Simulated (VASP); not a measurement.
# Fe (P6_3/mmc) in VASP: single point with BLYP

Aim: the single point of Fe with BLYP.

Program: VASP 6.6.1. These are calculated values, not measurements. Logs are shortened: lines on timing, memory, paths and dates and some standing lists are left out, and cuts for length are marked.

## 1. The cell of the first run

Symmetry: P6_3/mmc, No. 194, hexagonal system. Conventional cell: a = 2.497 Å, b = 2.497 Å, c = 3.931 Å, α = 90.00°, β = 90.00°, γ = 120.00°. Fe (site symmetry -6m2) has 12 Fe at 2.44 to 2.50 Å within 3.2 Å.

## 2. Single point, BLYP, collinear spin, antiferromagnetic start

INCAR reads:

```
PREC = Accurate
ENCUT = 520
EDIFF = 1E-6
ISMEAR = -1
SIGMA = 0.05
LREAL = False
LASPH = True
NELM = 150
ALGO = Normal
ISIF = 2
LWAVE = False
LCHARG = True
ISPIN = 2
MAGMOM = 2.5 -2.5
LORBIT = 11
LMAXMIX = 4
GGA = B5
ALDAX = 1.0
AGGAX = 1.0
AGGAC = 1.0
ALDAC = 0.0
LELF = True
LVHAR = True
NBANDS = 19
```

KPOINTS reads:

```
regular mesh
0
Gamma
  14 14 8
```

POSCAR reads:

```
Fe
1.0
    2.4965621162      0.0000000000      0.0000000000
   -1.2482810581      2.1620862148      0.0000000000
    0.0000000000      0.0000000000      3.9312507242
Fe
2
Direct
    0.3333333333      0.6666666667      0.2500000000
    0.6666666667      0.3333333333      0.7500000000
```

Potentials or basis: VASP PAW PBE potentials, release 64 (Fe).

Run with:

```
$ cat potpaw_PBE.64/Fe/POTCAR > POTCAR
$ mpirun -np 1 vasp_std > vasp.out
```

OUTCAR:

```text
PREC = Accurate
   ENCUT = 520
   EDIFF = 1E-6
   ISMEAR = -1
   LREAL = False
   LASPH = True
   NELM = 150
   ISIF = 2
   ISPIN = 2
   LORBIT = 11
   GGA = B5

 ion  position               nearest neighbor table
   1  0.333  0.667  0.250-   2 2.44   2 2.44   2 2.44   2 2.44   2 2.44   2 2.44
   2  0.667  0.333  0.750-   1 2.44   1 2.44   1 2.44   1 2.44   1 2.44   1 2.44

  LATTYP: Found a hexagonal cell.
 ALAT       =     2.4965621162
 C/A-ratio  =     1.5746656968

  Lattice vectors:

 A1 = (   2.4965621162,   0.0000000000,   0.0000000000)
 A2 = (  -1.2482810581,   2.1620862148,   0.0000000000)
 A3 = (   0.0000000000,   0.0000000000,   3.9312507242)

Analysis of symmetry for initial positions (statically):
=====================================================================
 Subroutine PRICEL returns:
 Original cell was already a primitive cell.

 Routine SETGRP: Setting up the symmetry group for a
 hexagonal supercell.

 Subroutine GETGRP returns: Found 24 space group operations
 (whereof 12 operations were pure point group operations)
 out of a pool of 24 trial point group operations.

The static configuration has the point symmetry D_3d.
 The point group associated with its full space group is D_6h.

Analysis of symmetry for dynamics (positions and initial velocities):
=====================================================================
 Subroutine PRICEL returns:
 Original cell was already a primitive cell.

 Routine SETGRP: Setting up the symmetry group for a
 hexagonal supercell.

 Subroutine GETGRP returns: Found 24 space group operations
 (whereof 12 operations were pure point group operations)
 out of a pool of 24 trial point group operations.

The dynamic configuration has the point symmetry D_3d.
 The point group associated with its full space group is D_6h.

Analysis of structural, dynamic, and magnetic symmetry:
=====================================================================
 Subroutine PRICEL returns:
 Original cell was already a primitive cell.

 Routine SETGRP: Setting up the symmetry group for a
 hexagonal supercell.

 Subroutine GETGRP returns: Found 24 space group operations
 (whereof 12 operations were pure point group operations)
 out of a pool of 24 trial point group operations.

The overall configuration has the point symmetry D_3d.
 The point group associated with its full space group is D_6h.

 Subroutine INISYM returns: Found 24 space group operations
 (whereof 12 operations are pure point group operations),
 and found     1 'primitive' translations

----------------------------------------------------------------------------------------

                                     Primitive cell

  volume of cell :      21.2200

  direct lattice vectors                    reciprocal lattice vectors
     2.496562116  0.000000000  0.000000000     0.400550819  0.231258123  0.000000000
    -1.248281058  2.162086215  0.000000000     0.000000000  0.462516246  0.000000000
     0.000000000  0.000000000  3.931250724     0.000000000  0.000000000  0.254371972

  length of vectors
     2.496562116  2.496562116  3.931250724     0.462516246  0.462516246  0.254371972

  position of ions in fractional coordinates (direct lattice)
     0.333333333  0.666666667  0.250000000
     0.666666667  0.333333333  0.750000000

  ion indices of the primitive-cell ions
   primitive index   ion index
                 1           1
                 2           2

----------------------------------------------------------------------------------------

 KPOINTS: regular mesh

Automatic generation of k-mesh.
 Grid dimensions read from file:
 generate k-points for:   14   14    8

 Generating k-lattice:

  Cartesian coordinates                     Fractional coordinates (reciprocal lattice)
     0.028610773  0.016518437  0.000000000     0.071428571 -0.000000000  0.000000000
     0.000000000  0.033036875  0.000000000     0.000000000  0.071428571  0.000000000
     0.000000000  0.000000000  0.031796497     0.000000000  0.000000000  0.125000000

  Length of vectors
     0.033036875  0.033036875  0.031796497

  Shift w.r.t. Gamma in fractional coordinates (k-lattice)
     0.000000000  0.000000000  0.000000000

 Subroutine IBZKPT returns following result:
 ===========================================

 Found    120 irreducible k-points:

 Following reciprocal coordinates:
            Coordinates               Weight
  0.000000  0.000000  0.000000      1.000000
  0.071429  0.000000  0.000000      6.000000
  0.142857 -0.000000  0.000000      6.000000
  0.214286 -0.000000  0.000000      6.000000
  0.285714  0.000000  0.000000      6.000000
  0.357143 -0.000000  0.000000      6.000000
[... 16 lines left out ...]
  0.285714  0.285714  0.000000      6.000000
  0.357143  0.285714  0.000000      6.000000
 [... further k-points ...]
   k-points           NKPTS =    120   k-points in BZ     NKDIM =    120   number of bands    NBANDS=     19
   number of dos      NEDOS =    301   number of ions     NIONS =      2
   total plane-waves  NPLWV =  12000
   dimension x,y,z NGX =    20 NGY =   20 NGZ =   30
   dimension x,y,z NGXF=    40 NGYF=   40 NGZF=   60
   ions per type =               2
   NGX,Y,Z   is equivalent  to a cutoff of  13.32, 13.32, 12.69 a.u.
   NGXF,Y,Z  is equivalent  to a cutoff of  26.64, 26.64, 25.37 a.u.
 SYSTEM =  unknown system
   PREC   = accura    normal or accurate (medium, high low for compatibility)
   ISTART =      0    job   : 0-new  1-cont  2-samecut
   ICHARG =      2    charge: 1-file 2-atom 10-const
   ISPIN  =      2    spin polarized calculation?
   LNONCOLLINEAR =      F non collinear calculations
   LSORBIT =      F    spin-orbit coupling
   LASPH  =      T    aspherical Exc in radial PAW
   ENCUT  =  520.0 eV  38.22 Ry    6.18 a.u.   4.64  4.64  7.31*2*pi/ulx,y,z
   NELM   =    150;   NELMIN=  2; NELMDL= -5     # of ELM steps
   EDIFF  = 0.1E-05   stopping-criterion for ELM
   LREAL  =      F    real-space projection
   EDIFFG = 0.1E-04   stopping-criterion for IOM
   NSW    =      0    number of steps for IOM
   IBRION =     -1    ionic relax: 0-MD 1-quasi-New 2-CG
   NFREE  =      0    steps in history (QN), initial steepest desc. (CG)
   ISIF   =      2    stress and relaxation
   ISYM   =      2    0-nonsym 1-usesym 2-fastsym
   POTIM  = 0.5000    time-step for ionic-motion
   TEBEG  =    0.0;   TEEND  =   0.0 temperature during run
   PSTRESS=    0.0 pullay stress
   NELECT =      16.0000    total number of electrons
   NUPDOWN=      -1.0000    fix difference up-down
   EMIN   =  10.00;   EMAX   =-10.00  energy-range for DOS
   EFERMI =   0.00;   METHOD = LEGACY
   ISMEAR =    -1;   SIGMA  =   0.05  broadening in eV -4-tet -1-fermi 0-gaus
   EFERMI_NEDOS =   21; number of points for ismear=-14 and -15
   IALGO  =     38    algorithm
   IMIX   =      4    mixing-type and parameters
     AMIX     =   0.40;   BMIX     =  1.00
     AMIX_MAG =   1.60;   BMIX_MAG =  1.00
  volume/ion in A,a.u.               =      10.61        71.60
  Fermi-wavevector in a.u.,A,eV,Ry     =   1.490045  2.815777 30.208128  2.220235
  Thomas-Fermi vector in A             =   2.602877
   LORBIT       =     11    0 simple, 1 ext, 2 COOP (PROOUT), +10 PAW based schemes
   GGA     = B5    functional components
   LHFCALC =     F    Hartree Fock is set to
   AEXX    =    0.0000 exact exchange contribution
   IVDW    =     0    specifies the selected vdW correction
   LEPSILON=     F    determine dielectric tensor
   LRPA    =     F    only Hartree local field effects (RPA)
 spin polarized calculation
  energy-cutoff  :      520.00
  volume of cell :       21.22
 maximum number of plane-waves:       590
 NGX is ok and might be reduce to    20
   NGX =  9   NGY =  9   NGZ = 15

 number of electron      16.0000005 magnetization      -0.0000000

 number of electron      16.0000005 magnetization       0.0000000

 Free energy of the ion-electron system (eV)
  ---------------------------------------------------
  ext. energy  EPLUGINS =         0.00000000
  ---------------------------------------------------
  free energy    TOTEN  =       -14.12090325 eV

  energy without entropy =      -14.09668632  energy(sigma->0) =      -14.10879479

 E-fermi :   6.9403     XC(G=0): -12.9230

 val. band max:        6.9328286904   @ k =   0.1429   0.1429   0.2500
 cond. band min:       6.9538669473   @ k =   0.2143   0.0714   0.0000
 fundamental gap:      0.0210382569
 Fermi energy:         6.9402914642

 spin component 1

 k-point     1 :       0.0000    0.0000    0.0000
  band No.  band energies     occupation
      1      -1.5408      1.00000
      2       2.3043      1.00000
      3       5.3821      1.00000
      4       5.3821      1.00000
      5       5.5232      1.00000
      6       5.8195      1.00000
[... 11 lines left out ...]
     18      33.4120      0.00000
     19      33.4761      0.00000
[... 485 lines left out ...]
 k-point    24 :       0.3571    0.2857    0.0000
  band No.  band energies     occupation
      1       3.1896      1.00000
      2       3.5568      1.00000
      3       3.6188      1.00000
      4       4.0170      1.00000
      5       4.9867      1.00000
      6       5.1489      1.00000
[... 11 lines left out ...]
     18      23.9786      0.00000
     19      25.2612      0.00000

 [... further k-points ...]

 spin component 2

 k-point     1 :       0.0000    0.0000    0.0000
  band No.  band energies     occupation
      1      -1.5408      1.00000
      2       2.3043      1.00000
      3       5.3821      1.00000
      4       5.3821      1.00000
      5       5.5232      1.00000
      6       5.8195      1.00000
[... 11 lines left out ...]
     18      33.4120      0.00000
     19      33.4761      0.00000
[... 485 lines left out ...]
 k-point    24 :       0.3571    0.2857    0.0000
  band No.  band energies     occupation
      1       3.1896      1.00000
      2       3.5568      1.00000
      3       3.6188      1.00000
      4       4.0170      1.00000
      5       4.9867      1.00000
      6       5.1489      1.00000
[... 11 lines left out ...]
     18      23.9786      0.00000
     19      25.2612      0.00000

 [... further k-points ...]
[... 5 lines left out ...]
  --------------------------------------------------------------------------------------
  -------------------------------------------------------------------------------------
  Total        0.0192770      0.0192770      0.0092216      0.0000000      0.0000000      0.0000000
  in kB        1.4554755      1.4554755      0.6962592      0.0000000      0.0000000      0.0000000
  external PRESSURE =       1.2024034 kB  Pullay stress =       0.0000000 kB

 VOLUME and BASIS-vectors are now :
 -----------------------------------------------------------------------------
  energy-cutoff  :      520.00
  volume of cell :       21.22
      direct lattice vectors                 reciprocal lattice vectors
     2.496562116  0.000000000  0.000000000     0.400550819  0.231258123  0.000000000
    -1.248281058  2.162086215  0.000000000     0.000000000  0.462516246  0.000000000
     0.000000000  0.000000000  3.931250724     0.000000000  0.000000000  0.254371972

 POSITION                                       TOTAL-FORCE (eV/Angst)
 -----------------------------------------------------------------------------------
     -0.00000      1.44139      0.98281         0.000000     -0.000000      0.000000
      1.24828      0.72070      2.94844        -0.000000      0.000000      0.000000
 -----------------------------------------------------------------------------------
    total drift:                               -0.000000      0.000000     -0.000000

  FREE ENERGIE OF THE ION-ELECTRON SYSTEM (eV)
  ---------------------------------------------------
  free  energy   TOTEN  =       -14.1209032549 eV

  energy  without entropy=      -14.0966863244  energy(sigma->0) =      -14.10879479

 total charge

# of ion       s       p       d       tot
------------------------------------------
    1        0.514   0.575   6.360   7.449
    2        0.514   0.575   6.360   7.449
--------------------------------------------------
tot          1.028   1.150  12.720  14.898

 magnetization (x)

# of ion       s       p       d       tot
------------------------------------------
    1       -0.000   0.000  -0.000  -0.000
    2        0.000  -0.000   0.000   0.000
--------------------------------------------------
tot          0.000   0.000   0.000   0.000
```

Run time: 73 s. Hardware: 1 thread of Intel Xeon 6975P-C (Granite Rapids), shared host; peak memory 0.19 GiB.

Results:

```yaml
Free_energy: -14.1209 eV
Pressure: 0.1 GPa
Band_gap_on_the_k_mesh: zero (filled and empty bands overlap)
Net_moment: 0.00 μB per cell
Valence_electrons_inside_the_program's_atomic_spheres: Fe 7.45
```

Stress tensor (GPa, compression positive):
```
0.15 0.00 0.00
0.00 0.15 0.00
0.00 0.00 0.07
```

Levels at points of the mesh, in eV from the Fermi level:
Spin up:
```csv
k point,band 6,band 7,band 8,band 9,band 10,band 11
"(0.00, 0.00, 0.00)",-1.12,-1.12,-0.83,-0.83,0.67,0.67
"(0.50, 0.00, 0.00)",-1.40,-0.98,0.75,0.97,1.02,2.64
"(0.00, 0.00, 0.50)",-1.68,-1.68,-1.68,0.29,0.29,0.29
"(0.50, 0.00, 0.50)",-0.62,0.17,0.17,0.89,0.89,2.54
```
Spin down:
```csv
k point,band 5,band 6,band 7,band 8,band 9,band 10,band 11,band 12
"(0.00, 0.00, 0.00)",-1.42,-1.12,-1.12,-0.83,-0.83,0.67,0.67,0.85
"(0.50, 0.00, 0.00)",-1.82,-1.40,-0.98,0.75,0.97,1.02,2.64,4.68
"(0.00, 0.00, 0.50)",-1.68,-1.68,-1.68,-1.68,0.29,0.29,0.29,0.29
"(0.50, 0.00, 0.50)",-0.62,-0.62,0.17,0.17,0.89,0.89,2.54,2.54
```

Caveat: the starting moments collapsed, and a magnetic state may lie lower; the PAW data sets were made with another functional, which shifts forces and pressure a little.
